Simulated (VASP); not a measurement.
A run of VASP 6.6.1:

The input INCAR:

```
  ALGO = Normal
  EDIFF = 1E-6
  ENCUT = 520
  GGA = PS
  ISIF = 2
  ISMEAR = 0
  LASPH = True
  LCHARG = False
  LREAL = False
  LWAVE = False
  NBANDS = 15
  NELM = 80
  PREC = Accurate
  SIGMA = 0.01
```

KPOINTS

```
k-points
0
Gamma
  8 8 8
```

File POSCAR:

```
KF
1.0
    2.7072711892      2.7072711892      0.0000000000
   -2.7072711892      2.7072711892      0.0000000000
    0.0000000000      2.7072711892      2.6302862306
K F
1 1
Direct
    0.0000000000      0.0000000000      0.0000000000
    0.5000000000      0.5000000000      0.0000000000
```

Potentials or basis: VASP PAW PBE potentials, release 64 (K_sv, F).

Command:

```bash
$ cat potpaw_PBE.64/K_sv/POTCAR potpaw_PBE.64/F/POTCAR > POTCAR
$ mpirun -np 1 vasp_std > vasp.out
```

Hardware: 1 thread of Intel(R) Xeon(R) 6975P-C (Granite Rapids) (shared host).

**Question.** How long does it take, and how much memory?

**Answer.** It took 18 s on 1 thread of Intel(R) Xeon(R) 6975P-C (Granite Rapids), on a shared host, peak memory 0.17 GiB. Counts: scf iterations 13, k points 59.
